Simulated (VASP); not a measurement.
# Cd (P6_3/mmc) in VASP: a series of runs

Cd is run at these levels: PBE+U; tasks: single point.

Everything below comes from runs of VASP 6.6.1. Logs are shortened: lines on timing, memory, paths and dates and some standing lists are left out, and cuts for length are marked.

## (1) The cell of the first run

Symmetry: P6_3/mmc, No. 194, hexagonal system. Conventional cell: a = 2.979 Å, b = 2.979 Å, c = 5.618 Å, α = 90.00°, β = 90.00°, γ = 120.00°. Cd (site symmetry -6m2) has 12 Cd at 2.98 to 3.29 Å within 3.9 Å.

## (2) Single point, PBE+U

Contents of INCAR:

```
PREC = Accurate
ENCUT = 520
EDIFF = 1E-7
ISMEAR = 0
SIGMA = 0.06
LREAL = F
LASPH = T
NELM = 150
ALGO = Fast
ISIF = 2
LWAVE = F
LCHARG = F
LDAU = T
LDAUTYPE = 2
LDAUL = 2
LDAUU = 8.4
LDAUJ = 0
LDAUPRINT = 1
GGA = PE
NBANDS = 19
```

Contents of KPOINTS:

```
Automatic mesh
0
Gamma
  6 6 4
```

Contents of POSCAR:

```
Cd
1.0
    2.9788725081      0.0000000000      0.0000000000
   -1.4894362540      2.5797792666      0.0000000000
    0.0000000000      0.0000000000      5.6176500000
Cd
2
Direct
    0.3333333333      0.6666666667      0.2500000000
    0.6666666667      0.3333333333      0.7500000000
```

Potentials or basis: VASP PAW PBE potentials, release 64 (Cd).

The run is started by

```bash
$ cat potpaw_PBE.64/Cd/POTCAR > POTCAR
$ mpirun -np 1 vasp_std > vasp.out
```

OUTCAR:

```text
PREC = Accurate
   ENCUT = 520
   EDIFF = 1E-7
   ISMEAR = 0
   LREAL = F
   LASPH = T
   NELM = 150
   ISIF = 2
   GGA = PE

 ion  position               nearest neighbor table
   1  0.333  0.667  0.250-   2 3.29   2 3.29   2 3.29   2 3.29   2 3.29   2 3.29
   2  0.667  0.333  0.750-   1 3.29   1 3.29   1 3.29   1 3.29   1 3.29   1 3.29

  LATTYP: Found a hexagonal cell.
 ALAT       =     2.9788725081
 C/A-ratio  =     1.8858309594

  Lattice vectors:

 A1 = (   2.9788725081,   0.0000000000,   0.0000000000)
 A2 = (  -1.4894362540,   2.5797792666,   0.0000000000)
 A3 = (   0.0000000000,   0.0000000000,   5.6176500000)

Analysis of symmetry for initial positions (statically):
=====================================================================
 Subroutine PRICEL returns:
 Original cell was already a primitive cell.

 Routine SETGRP: Setting up the symmetry group for a
 hexagonal supercell.

 Subroutine GETGRP returns: Found 24 space group operations
 (whereof 12 operations were pure point group operations)
 out of a pool of 24 trial point group operations.

The static configuration has the point symmetry D_3d.
 The point group associated with its full space group is D_6h.

Analysis of symmetry for dynamics (positions and initial velocities):
=====================================================================
 Subroutine PRICEL returns:
 Original cell was already a primitive cell.

 Routine SETGRP: Setting up the symmetry group for a
 hexagonal supercell.

 Subroutine GETGRP returns: Found 24 space group operations
 (whereof 12 operations were pure point group operations)
 out of a pool of 24 trial point group operations.

The dynamic configuration has the point symmetry D_3d.
 The point group associated with its full space group is D_6h.

 Subroutine INISYM returns: Found 24 space group operations
 (whereof 12 operations are pure point group operations),
 and found     1 'primitive' translations

----------------------------------------------------------------------------------------

                                     Primitive cell

  volume of cell :      43.1707

  direct lattice vectors                    reciprocal lattice vectors
     2.978872508  0.000000000  0.000000000     0.335697482  0.193815032  0.000000000
    -1.489436254  2.579779267  0.000000000     0.000000000  0.387630063  0.000000000
     0.000000000  0.000000000  5.617650000     0.000000000  0.000000000  0.178010378

  length of vectors
     2.978872508  2.978872508  5.617650000     0.387630063  0.387630063  0.178010378

  position of ions in fractional coordinates (direct lattice)
     0.333333333  0.666666667  0.250000000
     0.666666667  0.333333333  0.750000000

  ion indices of the primitive-cell ions
   primitive index   ion index
                 1           1
                 2           2

----------------------------------------------------------------------------------------

 KPOINTS: Automatic mesh

Automatic generation of k-mesh.
 Grid dimensions read from file:
 generate k-points for:    6    6    4

 Generating k-lattice:

  Cartesian coordinates                     Fractional coordinates (reciprocal lattice)
     0.055949580  0.032302505  0.000000000     0.166666667  0.000000000  0.000000000
[... 83 lines left out ...]
   J (eV)           for each species LDAUJ =   0.0
   GGA     = PE    functional components
   LHFCALC =     F    Hartree Fock is set to
   AEXX    =    0.0000 exact exchange contribution
   IVDW    =     0    specifies the selected vdW correction
   LEPSILON=     F    determine dielectric tensor
   LRPA    =     F    only Hartree local field effects (RPA)
 non-spin polarized calculation
 RMM-DIIS sequential band-by-band and
 Gauss-broadening in eV      SIGMA  =   0.06
  energy-cutoff  :      520.00
  volume of cell :       43.17
 maximum number of plane-waves:      1185
 NGX is ok and might be reduce to    24
   NGX = 11   NGY = 11   NGZ = 21

atom =   1  type =  1  l = 2

 onsite density matrix

spin component  1

  0.9998 -0.0000 -0.0000  0.0000  0.0000
 -0.0000  0.9989  0.0000  0.0000  0.0000
 -0.0000  0.0000  1.0016  0.0000 -0.0000
  0.0000  0.0000  0.0000  0.9989 -0.0000
  0.0000  0.0000 -0.0000 -0.0000  0.9998

spin component  2

  0.9998 -0.0000 -0.0000  0.0000  0.0000
 -0.0000  0.9989  0.0000  0.0000  0.0000
 -0.0000  0.0000  1.0016  0.0000 -0.0000
  0.0000  0.0000  0.0000  0.9989 -0.0000
  0.0000  0.0000 -0.0000 -0.0000  0.9998

 occupancies and eigenvectors

  o =  0.9989  v =  0.0000  0.9232  0.0000 -0.3842  0.0000  0.0000  0.0000  0.0000  0.0000  0.0000      0.0000  0.0000  0.0000  0.0000  0.0000  0.0000  0.0000  0.0000  0.0000  0.0000
  o =  0.9989  v =  0.0000  0.0000  0.0000  0.0000  0.0000  0.0000  0.9232  0.0000 -0.3842  0.0000      0.0000  0.0000  0.0000  0.0000  0.0000  0.0000  0.0000  0.0000  0.0000  0.0000
  o =  0.9989  v = -0.0000  0.3842  0.0000  0.9232  0.0000  0.0000  0.0000  0.0000  0.0000  0.0000      0.0000  0.0000  0.0000  0.0000  0.0000  0.0000  0.0000  0.0000  0.0000  0.0000
  o =  0.9989  v =  0.0000  0.0000  0.0000  0.0000  0.0000 -0.0000  0.3842  0.0000  0.9232  0.0000      0.0000  0.0000  0.0000  0.0000  0.0000  0.0000  0.0000  0.0000  0.0000  0.0000
  o =  0.9998  v =  0.0736  0.0000 -0.0000  0.0000 -0.9973  0.0000  0.0000  0.0000  0.0000  0.0000      0.0000  0.0000  0.0000  0.0000  0.0000  0.0000  0.0000  0.0000  0.0000  0.0000
  o =  0.9998  v =  0.0000  0.0000  0.0000  0.0000  0.0000  0.0736  0.0000 -0.0000  0.0000 -0.9973      0.0000  0.0000  0.0000  0.0000  0.0000  0.0000  0.0000  0.0000  0.0000  0.0000
  o =  0.9998  v =  0.0000  0.0000  0.0000  0.0000  0.0000  0.9973 -0.0000  0.0000  0.0000  0.0736      0.0000  0.0000  0.0000  0.0000  0.0000  0.0000  0.0000  0.0000  0.0000  0.0000
  o =  0.9998  v =  0.9973 -0.0000  0.0000  0.0000  0.0736  0.0000  0.0000  0.0000  0.0000  0.0000      0.0000  0.0000  0.0000  0.0000  0.0000  0.0000  0.0000  0.0000  0.0000  0.0000
  o =  1.0016  v =  0.0000  0.0000  0.0000  0.0000  0.0000 -0.0000 -0.0000  1.0000  0.0000 -0.0000      0.0000  0.0000  0.0000  0.0000  0.0000  0.0000  0.0000  0.0000  0.0000  0.0000
  o =  1.0016  v = -0.0000 -0.0000  1.0000  0.0000 -0.0000  0.0000  0.0000  0.0000  0.0000  0.0000      0.0000  0.0000  0.0000  0.0000  0.0000  0.0000  0.0000  0.0000  0.0000  0.0000

atom =   2  type =  1  l = 2

 onsite density matrix

spin component  1

  0.9998 -0.0000 -0.0000  0.0000  0.0000
 -0.0000  0.9989  0.0000  0.0000  0.0000
 -0.0000  0.0000  1.0016  0.0000 -0.0000
  0.0000  0.0000  0.0000  0.9989 -0.0000
  0.0000  0.0000 -0.0000 -0.0000  0.9998

spin component  2

  0.9998 -0.0000 -0.0000  0.0000  0.0000
 -0.0000  0.9989  0.0000  0.0000  0.0000
 -0.0000  0.0000  1.0016  0.0000 -0.0000
  0.0000  0.0000  0.0000  0.9989 -0.0000
  0.0000  0.0000 -0.0000 -0.0000  0.9998

 occupancies and eigenvectors

  o =  0.9989  v = -0.0000 -0.9232  0.0000  0.3842  0.0000  0.0000  0.0000  0.0000  0.0000  0.0000      0.0000  0.0000  0.0000  0.0000  0.0000  0.0000  0.0000  0.0000  0.0000  0.0000
  o =  0.9989  v =  0.0000  0.0000  0.0000  0.0000  0.0000 -0.0000 -0.9232  0.0000  0.3842  0.0000      0.0000  0.0000  0.0000  0.0000  0.0000  0.0000  0.0000  0.0000  0.0000  0.0000
  o =  0.9989  v = -0.0000  0.3842 -0.0000  0.9232 -0.0000  0.0000  0.0000  0.0000  0.0000  0.0000      0.0000  0.0000  0.0000  0.0000  0.0000  0.0000  0.0000  0.0000  0.0000  0.0000
  o =  0.9989  v =  0.0000  0.0000  0.0000  0.0000  0.0000 -0.0000  0.3842 -0.0000  0.9232 -0.0000      0.0000  0.0000  0.0000  0.0000  0.0000  0.0000  0.0000  0.0000  0.0000  0.0000
  o =  0.9998  v =  0.0000  0.0000  0.0000  0.0000  0.0000  0.0236 -0.0000 -0.0000  0.0000 -0.9997      0.0000  0.0000  0.0000  0.0000  0.0000  0.0000  0.0000  0.0000  0.0000  0.0000
  o =  0.9998  v =  0.0236 -0.0000 -0.0000  0.0000 -0.9997  0.0000  0.0000  0.0000  0.0000  0.0000      0.0000  0.0000  0.0000  0.0000  0.0000  0.0000  0.0000  0.0000  0.0000  0.0000
  o =  0.9998  v =  0.0000  0.0000  0.0000  0.0000  0.0000  0.9997 -0.0000  0.0000  0.0000  0.0236      0.0000  0.0000  0.0000  0.0000  0.0000  0.0000  0.0000  0.0000  0.0000  0.0000
  o =  0.9998  v =  0.9997 -0.0000  0.0000  0.0000  0.0236  0.0000  0.0000  0.0000  0.0000  0.0000      0.0000  0.0000  0.0000  0.0000  0.0000  0.0000  0.0000  0.0000  0.0000  0.0000
  o =  1.0016  v =  0.0000  0.0000  0.0000  0.0000  0.0000 -0.0000  0.0000  1.0000  0.0000 -0.0000      0.0000  0.0000  0.0000  0.0000  0.0000  0.0000  0.0000  0.0000  0.0000  0.0000
  o =  1.0016  v = -0.0000  0.0000  1.0000  0.0000 -0.0000  0.0000  0.0000  0.0000  0.0000  0.0000      0.0000  0.0000  0.0000  0.0000  0.0000  0.0000  0.0000  0.0000  0.0000  0.0000

 number of electron      23.9999993 magnetization

 Free energy of the ion-electron system (eV)
  ---------------------------------------------------
  ext. energy  EPLUGINS =         0.00000000
  ---------------------------------------------------
  free energy    TOTEN  =         0.73613929 eV

  energy without entropy =        0.73828498  energy(sigma->0) =        0.73721214

 E-fermi :   3.0010     XC(G=0): -10.9243

 val. band max:        2.7569840959   @ k =   0.0000   0.0000   0.2500
 cond. band min:       3.0047369595   @ k =   0.3333   0.3333   0.0000
 fundamental gap:      0.2477528636
 Fermi energy:         3.0009916663

 k-point     1 :       0.0000    0.0000    0.0000
  band No.  band energies     occupation
      1     -10.6898      2.00000
      2     -10.6579      2.00000
      3     -10.4101      2.00000
      4     -10.4101      2.00000
      5     -10.3720      2.00000
      6     -10.3720      2.00000
[... 439 lines left out ...]
      6     -10.1151      2.00000
[... 11 lines left out ...]
     18      12.7900      0.00000
     19      13.7689      0.00000

------------------------ aborting loop because EDIFF is reached ----------------------------------------

  FORCE on cell =-STRESS in cart. coord.  units (eV):
  Direction    XX          YY          ZZ          XY          YZ          ZX
  --------------------------------------------------------------------------------------
  -------------------------------------------------------------------------------------
  Total        0.9765203      0.9765203      0.6280662      0.0000000      0.0000000      0.0000000
  in kB       36.2412110     36.2412110     23.3091730      0.0000000      0.0000000      0.0000000
  external PRESSURE =      31.9305317 kB  Pullay stress =       0.0000000 kB

 VOLUME and BASIS-vectors are now :
 -----------------------------------------------------------------------------
  energy-cutoff  :      520.00
  volume of cell :       43.17
      direct lattice vectors                 reciprocal lattice vectors
     2.978872508  0.000000000  0.000000000     0.335697482  0.193815032  0.000000000
    -1.489436254  2.579779267  0.000000000     0.000000000  0.387630063  0.000000000
     0.000000000  0.000000000  5.617650000     0.000000000  0.000000000  0.178010378

 POSITION                                       TOTAL-FORCE (eV/Angst)
 -----------------------------------------------------------------------------------
     -0.00000      1.71985      1.40441        -0.000000      0.000000      0.000000
      1.48944      0.85993      4.21324         0.000000     -0.000000      0.000000
 -----------------------------------------------------------------------------------
    total drift:                                0.000000     -0.000000      0.000000

  FREE ENERGIE OF THE ION-ELECTRON SYSTEM (eV)
  ---------------------------------------------------
  free  energy   TOTEN  =         0.7361392893 eV

  energy  without entropy=        0.7382849812  energy(sigma->0) =        0.73721214
```

It took 11 s on 1 thread of Intel Xeon Platinum 8375C at 2.90GHz (Ice Lake), shared host; peak memory 0.16 GiB.

What came out:

```yaml
Free_energy: 0.7361 eV
Pressure: 3.2 GPa
Band_gap_on_the_k_mesh: zero (band 12 reaches 3.71 eV, above the bottom of band 13 at -0.03 eV)
```

Eigenvalues of the final occupation matrices:
```
    site  spin  trace               eigenvalues
site 1 d     1   5.00  1.00 1.00 1.00 1.00 1.00
site 1 d     2   5.00  1.00 1.00 1.00 1.00 1.00
site 2 d     1   5.00  1.00 1.00 1.00 1.00 1.00
site 2 d     2   5.00  1.00 1.00 1.00 1.00 1.00
```

Caveat: the k points lie up to 0.41 Å⁻¹ apart; U without spin polarisation on a metal has little footing; the U is typed as a test and isn't derived for this compound.

[end of part 1 of 2]
